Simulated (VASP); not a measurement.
Input of a VASP 6.6.1 run:

Contents of INCAR:

```
SYSTEM = CaIrC4N4
ALGO = Normal
EDIFF = 1E-7
ENCUT = 520
GGA = PE
ISIF = 2
ISMEAR = 0
ISPIN = 2
LASPH = .True.
LCHARG = .False.
LMAXMIX = 4
LORBIT = 11
LREAL = .False.
LWAVE = .False.
MAGMOM = 0 1.4 0 0 0 0 0 0 0 0
NBANDS = 42
NELM = 150
PREC = Accurate
SIGMA = 0.1
```

File KPOINTS:

```
k-points
0
Gamma
  2 2 2
  0 0 0
```

POSCAR

```
CaIrC4N4
1.0
    6.5626344093      0.0000000000      0.0000000000
    0.0000000000      6.5626344093      0.0000000000
    0.0000000000      0.0000000000      6.5626344093
Ca Ir C N
1 1 4 4
Direct
    0.0000000000      0.0000000000      1.0000000000
    0.5000000000      0.5000000000      0.5000000000
    0.2195552452      0.2195552452      0.2195552452
    0.2195552452      0.7804447548      0.7804447548
    0.7804447548      0.2195552452      0.7804447548
    0.7804447548      0.7804447548      0.2195552452
    0.3229034549      0.3229034549      0.3229034549
    0.3229034549      0.6770965451      0.6770965451
    0.6770965451      0.3229034549      0.6770965451
    0.6770965451      0.6770965451      0.3229034549
```

Potentials or basis: VASP PAW PBE potentials, release 64 (Ca_sv, Ir, C, N).

Run with:

```sh
$ cat potpaw_PBE.64/Ca_sv/POTCAR potpaw_PBE.64/Ir/POTCAR potpaw_PBE.64/C/POTCAR potpaw_PBE.64/N/POTCAR > POTCAR
$ mpirun -np 1 vasp_std > vasp.out
```

**Question.** Estimate the pressure.

**Answer.** 0.3 GPa.

**Question.** Estimate the band gap on the k mesh.

**Answer.** 1.15 eV.

**Question.** What does it give for the largest force?

**Answer.** 0.316 eV/Å.

**Question.** Predict the net moment.

**Answer.** 3.00 μB per cell.

Forces in eV/Å, atoms in the order of the input:
```
Ca   0.000  0.000  0.000
Ir   0.000  0.000  0.000
C   -0.182 -0.182 -0.182
C   -0.182  0.182  0.182
C    0.182 -0.182  0.182
C    0.182  0.182 -0.182
N    0.168  0.168  0.168
N    0.168 -0.168 -0.168
N   -0.168  0.168 -0.168
N   -0.168 -0.168  0.168
```

Caveat: the k points lie up to 0.48 Å⁻¹ apart; spin-orbit coupling is left out, which moves the levels of the heavy elements. A k mesh can miss the band edges.
